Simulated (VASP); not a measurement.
# MgS (P6_3mc) in VASP: further runs, part 2 of 2

VASP 6.6.1. Earlier steps stand in the parts before.

## 3. Single point, LDA

This run uses another cell than the first one, of 21.31 Å³/atom.

Contents of INCAR:

```
SYSTEM = MgS
ALGO = Normal ; EDIFF = 1E-6
ENCUT = 520 ; ISIF = 2
ISMEAR = -1 ; LASPH = .TRUE.
LCHARG = .TRUE. ; LELF = .TRUE.
LREAL = .FALSE. ; LVHAR = .TRUE.
LWAVE = .FALSE. ; NBANDS = 16
NELM = 60 ; PREC = Accurate
SIGMA = 0.05
```

Contents of KPOINTS:

```
k-points
0
G
  8 8 4
  0 0 0
```

Contents of POSCAR:

```
MgS
1.0
    3.9522600636      0.0000000000      0.0000000000
   -1.9761300318      3.4227576175      0.0000000000
    0.0000000000      0.0000000000      6.3009860259
S Mg
2 2
Direct
    0.6666666667      0.3333333333      0.8792441500
    0.3333333333      0.6666666667      0.3792441500
    0.3333333333      0.6666666667      0.9957548500
    0.6666666667      0.3333333333      0.4957548500
```

Potentials or basis: VASP PAW LDA potentials, release 64 (S, Mg).

Run with:

```bash
$ cat potpaw_LDA.64/S/POTCAR potpaw_LDA.64/Mg/POTCAR > POTCAR
$ mpirun -np 1 vasp_std > vasp.out
```

OUTCAR:

```text
SYSTEM = MgS
   EDIFF = 1E-6
   ENCUT = 520
   ISIF = 2
   ISMEAR = -1
   LASPH = .TRUE.
   LREAL = .FALSE.
   NELM = 60
   PREC = Accurate

 ion  position               nearest neighbor table
   1  0.667  0.333  0.879-   3 2.40   3 2.40   3 2.40   4 2.42
   2  0.333  0.667  0.379-   4 2.40   4 2.40   4 2.40   3 2.42
   3  0.333  0.667  0.996-   1 2.40   1 2.40   1 2.40   2 2.42
   4  0.667  0.333  0.496-   2 2.40   2 2.40   2 2.40   1 2.42

  LATTYP: Found a hexagonal cell.
 ALAT       =     3.9522600636
 C/A-ratio  =     1.5942741430

  Lattice vectors:

 A1 = (   3.9522600636,   0.0000000000,   0.0000000000)
 A2 = (  -1.9761300318,   3.4227576175,   0.0000000000)
 A3 = (   0.0000000000,   0.0000000000,   6.3009860259)

Analysis of symmetry for initial positions (statically):
=====================================================================
 Subroutine PRICEL returns:
 Original cell was already a primitive cell.

 Routine SETGRP: Setting up the symmetry group for a
 hexagonal supercell.

 Subroutine GETGRP returns: Found 12 space group operations
 (whereof  6 operations were pure point group operations)
 out of a pool of 24 trial point group operations.

The static configuration has the point symmetry C_3v.
 The point group associated with its full space group is C_6v.

Analysis of symmetry for dynamics (positions and initial velocities):
=====================================================================
 Subroutine PRICEL returns:
 Original cell was already a primitive cell.

 Routine SETGRP: Setting up the symmetry group for a
 hexagonal supercell.

 Subroutine GETGRP returns: Found 12 space group operations
 (whereof  6 operations were pure point group operations)
 out of a pool of 24 trial point group operations.

The dynamic configuration has the point symmetry C_3v.
 The point group associated with its full space group is C_6v.

 Subroutine INISYM returns: Found 12 space group operations
 (whereof  6 operations are pure point group operations),
 and found     1 'primitive' translations

----------------------------------------------------------------------------------------

                                     Primitive cell

  volume of cell :      85.2374

  direct lattice vectors                    reciprocal lattice vectors
     3.952260064  0.000000000  0.000000000     0.253019787  0.146081042  0.000000000
    -1.976130032  3.422757617  0.000000000     0.000000000  0.292162084  0.000000000
     0.000000000  0.000000000  6.300986026     0.000000000  0.000000000  0.158705319

  length of vectors
     3.952260064  3.952260064  6.300986026     0.292162084  0.292162084  0.158705319

  position of ions in fractional coordinates (direct lattice)
     0.666666667  0.333333333  0.879244150
     0.333333333  0.666666667  0.379244150
     0.333333333  0.666666667  0.995754850
     0.666666667  0.333333333  0.495754850

  ion indices of the primitive-cell ions
   primitive index   ion index
                 1           1
                 2           2
                 3           3
                 4           4

----------------------------------------------------------------------------------------

 KPOINTS: k-points

Automatic generation of k-mesh.
 Grid dimensions read from file:
[... 23 lines left out ...]
  0.125000  0.000000  0.000000      6.000000
  0.250000  0.000000  0.000000      6.000000
  0.375000  0.000000  0.000000      6.000000
  0.500000  0.000000  0.000000      3.000000
  0.125000  0.125000  0.000000      6.000000
[... 16 lines left out ...]
  0.250000  0.000000  0.500000      6.000000
  0.375000  0.000000  0.500000      6.000000
 [... further k-points ...]
   k-points           NKPTS =     30   k-points in BZ     NKDIM =     30   number of bands    NBANDS=     16
   number of dos      NEDOS =    301   number of ions     NIONS =      4
   total plane-waves  NPLWV =  43200
   dimension x,y,z NGX =    30 NGY =   30 NGZ =   48
   dimension x,y,z NGXF=    60 NGYF=   60 NGZF=   96
   ions per type =               2   2
   NGX,Y,Z   is equivalent  to a cutoff of  12.62, 12.62, 12.66 a.u.
   NGXF,Y,Z  is equivalent  to a cutoff of  25.24, 25.24, 25.33 a.u.
 SYSTEM =  MgS
   PREC   = accura    normal or accurate (medium, high low for compatibility)
   ISTART =      0    job   : 0-new  1-cont  2-samecut
   ICHARG =      2    charge: 1-file 2-atom 10-const
   ISPIN  =      1    spin polarized calculation?
   LNONCOLLINEAR =      F non collinear calculations
   LSORBIT =      F    spin-orbit coupling
   LASPH  =      T    aspherical Exc in radial PAW
   ENCUT  =  520.0 eV  38.22 Ry    6.18 a.u.   7.35  7.35 11.72*2*pi/ulx,y,z
   NELM   =     60;   NELMIN=  2; NELMDL= -5     # of ELM steps
   EDIFF  = 0.1E-05   stopping-criterion for ELM
   LREAL  =      F    real-space projection
   EDIFFG = 0.1E-04   stopping-criterion for IOM
   NSW    =      0    number of steps for IOM
   IBRION =     -1    ionic relax: 0-MD 1-quasi-New 2-CG
   NFREE  =      0    steps in history (QN), initial steepest desc. (CG)
   ISIF   =      2    stress and relaxation
   ISYM   =      2    0-nonsym 1-usesym 2-fastsym
   POTIM  = 0.5000    time-step for ionic-motion
   TEBEG  =    0.0;   TEEND  =   0.0 temperature during run
   PSTRESS=    0.0 pullay stress
   NELECT =      16.0000    total number of electrons
   NUPDOWN=      -1.0000    fix difference up-down
   EMIN   =  10.00;   EMAX   =-10.00  energy-range for DOS
   EFERMI =   0.00;   METHOD = LEGACY
   ISMEAR =    -1;   SIGMA  =   0.05  broadening in eV -4-tet -1-fermi 0-gaus
   EFERMI_NEDOS =   21; number of points for ismear=-14 and -15
   IALGO  =     38    algorithm
   IMIX   =      4    mixing-type and parameters
     AMIX     =   0.40;   BMIX     =  1.00
     AMIX_MAG =   1.60;   BMIX_MAG =  1.00
  volume/ion in A,a.u.               =      21.31       143.80
  Fermi-wavevector in a.u.,A,eV,Ry     =   0.937356  1.771347 11.954583  0.878637
  Thomas-Fermi vector in A             =   2.064459
   LORBIT       =      0    0 simple, 1 ext, 2 COOP (PROOUT), +10 PAW based schemes
   GGA     = CA    functional components
   LHFCALC =     F    Hartree Fock is set to
   AEXX    =    0.0000 exact exchange contribution
   IVDW    =     0    specifies the selected vdW correction
   LEPSILON=     F    determine dielectric tensor
   LRPA    =     F    only Hartree local field effects (RPA)
 non-spin polarized calculation
  energy-cutoff  :      520.00
  volume of cell :       85.24
 maximum number of plane-waves:      2340
 NGX is ok and might be reduce to    30
   NGX = 15   NGY = 15   NGZ = 23

 number of electron      15.9999998 magnetization

 Free energy of the ion-electron system (eV)
  ---------------------------------------------------
  ext. energy  EPLUGINS =         0.00000000
  ---------------------------------------------------
  free energy    TOTEN  =       -18.81527672 eV

  energy without entropy =      -18.81527672  energy(sigma->0) =      -18.81527672

 E-fermi :   2.4637     XC(G=0):  -8.9948

 val. band max:        1.4430687182   @ k =   0.0000   0.0000   0.0000
 cond. band min:       4.9146877030   @ k =   0.0000   0.0000   0.0000
 fundamental gap:      3.4716189847
 Fermi energy:         2.4636933571

 k-point     1 :       0.0000    0.0000    0.0000
  band No.  band energies     occupation
      1     -10.1655      2.00000
      2      -9.3088      2.00000
      3      -2.0906      2.00000
      4       0.8142      2.00000
      5       0.8142      2.00000
      6       1.2695      2.00000
[... 433 lines left out ...]
      3      -1.7074      2.00000
      4      -1.7074      2.00000
      5       0.4895      2.00000
      6       0.4895      2.00000
[... 8 lines left out ...]
     15      10.6568      0.00000
     16      10.6568      0.00000

 [... further k-points ...]

------------------------ aborting loop because EDIFF is reached ----------------------------------------

  FORCE on cell =-STRESS in cart. coord.  units (eV):
  Direction    XX          YY          ZZ          XY          YZ          ZX
  --------------------------------------------------------------------------------------
  -------------------------------------------------------------------------------------
  Total        0.7887581      0.7887581      0.5474870      0.0000000     -0.0000000      0.0000000
  in kB       14.8260080     14.8260080     10.2909206      0.0000000     -0.0000000      0.0000000
  external PRESSURE =      13.3143122 kB  Pullay stress =       0.0000000 kB

 VOLUME and BASIS-vectors are now :
 -----------------------------------------------------------------------------
  energy-cutoff  :      520.00
  volume of cell :       85.24
      direct lattice vectors                 reciprocal lattice vectors
     3.952260064  0.000000000  0.000000000     0.253019787  0.146081042  0.000000000
    -1.976130032  3.422757617  0.000000000     0.000000000  0.292162084  0.000000000
     0.000000000  0.000000000  6.300986026     0.000000000  0.000000000  0.158705319

 POSITION                                       TOTAL-FORCE (eV/Angst)
 -----------------------------------------------------------------------------------
      1.97613      1.14092      5.54011        -0.000000      0.000000     -0.047354
     -0.00000      2.28184      2.38961         0.000000      0.000000     -0.047354
     -0.00000      2.28184      6.27424        -0.000000      0.000000      0.047354
      1.97613      1.14092      3.12374        -0.000000      0.000000      0.047354
 -----------------------------------------------------------------------------------
    total drift:                                0.000000     -0.000000     -0.000395

  FREE ENERGIE OF THE ION-ELECTRON SYSTEM (eV)
  ---------------------------------------------------
  free  energy   TOTEN  =       -18.8152767202 eV

  energy  without entropy=      -18.8152767201  energy(sigma->0) =      -18.81527672
```

It took 36 s on 1 thread of Intel Xeon 8259CL, shared host; peak memory 0.18 GiB.

Results:

```yaml
Free_energy: -18.8153 eV
Pressure: 1.3 GPa
Largest_force: 0.047 eV/Å
Band_gap_on_the_k_mesh: 3.47 eV
```

Forces in eV/Å, atoms in the order of the input:
```
S    0.000  0.000 -0.047
S    0.000  0.000 -0.047
Mg   0.000  0.000  0.047
Mg   0.000  0.000  0.047
```

Stress tensor (GPa, compression positive):
```
1.48 0.00 0.00
0.00 1.48 0.00
0.00 0.00 1.03
```

Levels at points of the mesh, in eV from the valence-band top:
```csv
k point,band 4,band 5,band 6,band 7,band 8,band 9,band 10,band 11,band 12,band 13
"(0.00, 0.00, 0.00)",-0.63,-0.63,-0.17,-0.17,0.00,3.47,4.63,7.40,7.40,8.19
"(0.50, 0.00, 0.00)",-2.66,-2.08,-1.37,-1.05,-0.51,4.50,5.02,5.78,7.38,8.35
"(0.00, 0.00, 0.50)",-2.09,-0.41,-0.41,-0.41,-0.41,4.94,4.94,7.54,7.54,7.54
"(0.50, 0.00, 0.50)",-3.41,-0.98,-0.98,-0.89,-0.89,4.46,4.46,6.18,6.18,9.23
```

## 4. Single point, LDA

This run uses another cell than the first one, of 22.22 Å³/atom.

Contents of INCAR:

```
PREC = Accurate
ENCUT = 520
EDIFF = 1E-7
ISMEAR = -1
SIGMA = 0.05
LREAL = F
LASPH = T
NELM = 80
ALGO = Normal
ISIF = 2
LWAVE = F
LCHARG = F
NBANDS = 16
```

Contents of KPOINTS:

```
Automatic mesh
0
Gamma
  8 8 4
```

Contents of POSCAR:

```
MgS
1.0
    4.0075435882      0.0000000000      0.0000000000
   -2.0037717941      3.4706345542      0.0000000000
    0.0000000000      0.0000000000      6.3891231196
S Mg
2 2
Direct
    0.6666666667      0.3333333333      0.8792441500
    0.3333333333      0.6666666667      0.3792441500
    0.3333333333      0.6666666667      0.9957548500
    0.6666666667      0.3333333333      0.4957548500
```

Run with:

```bash
$ cat potpaw_LDA.64/S/POTCAR potpaw_LDA.64/Mg/POTCAR > POTCAR
$ mpirun -np 1 vasp_std > vasp.out
```

Wall time 42 s (1 thread of Intel Xeon 8259CL, shared host); peak memory 0.19 GiB.

It converged, with:

```
Free energy            : -18.8156 eV
Pressure               : -1.3 GPa
Largest force          : 0.052 eV/Å
Band gap on the k mesh : 3.26 eV
```

Forces on the atoms (eV/Å):
```
S    0.000  0.000 -0.052
S    0.000  0.000 -0.052
Mg   0.000  0.000  0.052
Mg   0.000  0.000  0.052
```

Stress tensor (GPa, compression positive):
```
-1.19  0.00  0.00
 0.00 -1.19  0.00
 0.00  0.00 -1.45
```

Levels at points of the mesh, in eV from the valence-band top:
```
           k point  band 5  band 6  band 7  band 8  band 9  band 10  band 11  band 12
(0.00, 0.00, 0.00)   -0.60   -0.17   -0.17    0.00    3.26     4.49     7.32     7.32
(0.50, 0.00, 0.00)   -1.98   -1.31   -0.99   -0.49    4.49     5.00     5.64     7.34
(0.00, 0.00, 0.50)   -0.39   -0.39   -0.39   -0.39    4.75     4.75     7.47     7.47
(0.50, 0.00, 0.50)   -0.94   -0.94   -0.85   -0.85    4.42     4.42     6.12     6.12
```

## 5. Single point, LDA

This run uses another cell than the first one, of 23.12 Å³/atom.

Contents of INCAR:

```
ALGO = Normal
EDIFF = 1E-6
ENCUT = 520
ISIF = 2
ISMEAR = -1
LASPH = True
LCHARG = False
LREAL = False
LWAVE = False
NBANDS = 16
NELM = 100
PREC = Accurate
SIGMA = 0.05
```

Contents of KPOINTS:

```
k-points
0
Gamma
  8 8 4
```

Contents of POSCAR:

```
MgS
1.0
    4.0613425392      0.0000000000      0.0000000000
   -2.0306712696      3.5172258124      0.0000000000
    0.0000000000      0.0000000000      6.4748933962
S Mg
2 2
Direct
    0.6666666667      0.3333333333      0.8792441500
    0.3333333333      0.6666666667      0.3792441500
    0.3333333333      0.6666666667      0.9957548500
    0.6666666667      0.3333333333      0.4957548500
```

Run with:

```bash
$ cat potpaw_LDA.64/S/POTCAR potpaw_LDA.64/Mg/POTCAR > POTCAR
$ mpirun -np 1 vasp_std > vasp.out
```

It took 51 s on 1 thread of Intel Xeon 8259CL, shared host; peak memory 0.18 GiB.

Results (log left out):

```
Free energy            : -18.7627 eV
Pressure               : -3.4 GPa
Largest force          : 0.055 eV/Å
Band gap on the k mesh : 3.06 eV
```

Forces on the atoms (eV/Å):
```
S    0.000  0.000 -0.055
S    0.000  0.000 -0.055
Mg   0.000  0.000  0.055
Mg   0.000  0.000  0.055
```

Stress tensor (GPa, compression positive):
```
-3.37  0.00  0.00
 0.00 -3.37  0.00
 0.00  0.00 -3.47
```

Levels at points of the mesh, in eV from the valence-band top:
```csv
k point,band 6,band 7,band 8,band 9,band 10,band 11
"(0.00, 0.00, 0.00)",-0.16,-0.16,0.00,3.06,4.36,7.24
"(0.50, 0.00, 0.00)",-1.25,-0.94,-0.48,4.48,4.97,5.51
"(0.00, 0.00, 0.50)",-0.38,-0.38,-0.38,4.57,4.57,7.31
"(0.50, 0.00, 0.50)",-0.90,-0.81,-0.81,4.38,4.38,6.05
```

Caveat: the cell stands under tension.

## 6. Single point, LDA

This run uses another cell than the first one, of 24.03 Å³/atom.

Contents of INCAR:

```
SYSTEM = MgS
PREC = Accurate
ENCUT = 520
EDIFF = 1E-6
ISMEAR = -1
SIGMA = 0.05
LREAL = .FALSE.
LASPH = .TRUE.
NELM = 100
ALGO = Normal
ISIF = 2
LWAVE = .FALSE.
LCHARG = .FALSE.
GGA = CA
NBANDS = 16
```

Contents of KPOINTS:

```
Automatic mesh
0
G
  8 8 4
  0 0 0
```

Contents of POSCAR:

```
MgS
1.0
    4.1137527396      0.0000000000      0.0000000000
   -2.0568763698      3.5626143774      0.0000000000
    0.0000000000      0.0000000000      6.5584496235
S Mg
2 2
Direct
    0.6666666667      0.3333333333      0.8792441500
    0.3333333333      0.6666666667      0.3792441500
    0.3333333333      0.6666666667      0.9957548500
    0.6666666667      0.3333333333      0.4957548500
```

Potentials or basis: VASP PAW LDA potentials, release 64 (S, Mg).

Run with:

```bash
$ cat potpaw_LDA.64/S/POTCAR potpaw_LDA.64/Mg/POTCAR > POTCAR
$ mpirun -np 1 vasp_std > vasp.out
```

Run time: 46 s. Hardware: 1 thread of Intel Xeon 8259CL, shared host; peak memory 0.2 GiB.

The run converged. Its results:

```
Free energy            : -18.6665 eV
Pressure               : -5.1 GPa
Largest force          : 0.058 eV/Å
Band gap on the k mesh : 2.88 eV
```

Forces on the atoms (eV/Å):
```
S    0.000  0.000 -0.058
S    0.000  0.000 -0.058
Mg   0.000  0.000  0.058
Mg   0.000  0.000  0.058
```

Levels at points of the mesh, in eV from the valence-band top:
| k point | band 4 | band 5 | band 6 | band 7 | band 8 | band 9 | band 10 | band 11 | band 12 | band 13 |
| --- | --- | --- | --- | --- | --- | --- | --- | --- | --- | --- |
| (0.00, 0.00, 0.00) | -0.56 | -0.56 | -0.15 | -0.15 | 0.00 | 2.88 | 4.24 | 7.17 | 7.17 | 7.89 |
| (0.50, 0.00, 0.00) | -2.38 | -1.80 | -1.20 | -0.89 | -0.46 | 4.46 | 4.92 | 5.39 | 7.25 | 7.76 |
| (0.00, 0.00, 0.50) | -1.87 | -0.36 | -0.36 | -0.36 | -0.36 | 4.39 | 4.39 | 7.16 | 7.16 | 7.33 |
| (0.50, 0.00, 0.50) | -3.01 | -0.86 | -0.86 | -0.77 | -0.77 | 4.34 | 4.34 | 5.98 | 5.98 | 8.77 |

Caveat: the cell stands under tension.

## 7. Summary

| task | level | potentials or basis | cell | cutoff (eV) | gap on the mesh (eV) | pressure (GPa) | largest force (eV/Å) |
| --- | --- | --- | --- | --- | --- | --- | --- |
| relaxation of cell and atoms | PBEsol+D4 | VASP PAW PBE potentials, release 64 (S, Mg) | relaxed from a = 4.035, b = 4.035, c = 6.432 Å, angles 90.0, 90.0, 120.0°, 4 atoms | 600 | 3.38 | 0.0 | 0.01 |
| single point | LDA | VASP PAW LDA potentials, release 64 (S, Mg) | a = 3.952, b = 3.952, c = 6.301 Å, angles 90.0, 90.0, 120.0°, 4 atoms | 520 | 3.47 | 1.3 | 0.05 |
| single point | LDA | VASP PAW LDA potentials, release 64 (S, Mg) | a = 4.008, b = 4.008, c = 6.389 Å, angles 90.0, 90.0, 120.0°, 4 atoms | 520 | 3.26 | -1.3 | 0.05 |
| single point | LDA | VASP PAW LDA potentials, release 64 (S, Mg) | a = 4.061, b = 4.061, c = 6.475 Å, angles 90.0, 90.0, 120.0°, 4 atoms | 520 | 3.06 | -3.4 | 0.06 |
| single point | LDA | VASP PAW LDA potentials, release 64 (S, Mg) | a = 4.114, b = 4.114, c = 6.558 Å, angles 90.0, 90.0, 120.0°, 4 atoms | 520 | 2.88 | -5.1 | 0.06 |

Alike in all rows: no spin polarisation; k mesh 8 × 8 × 4; smearing fermi-dirac 0.05 eV.

Caveats: the cell stands under tension (at least some runs); the PAW data sets were made with another functional, which shifts forces and pressure a little (at least some runs).

Absolute energies hang on the potentials; compare differences alone.
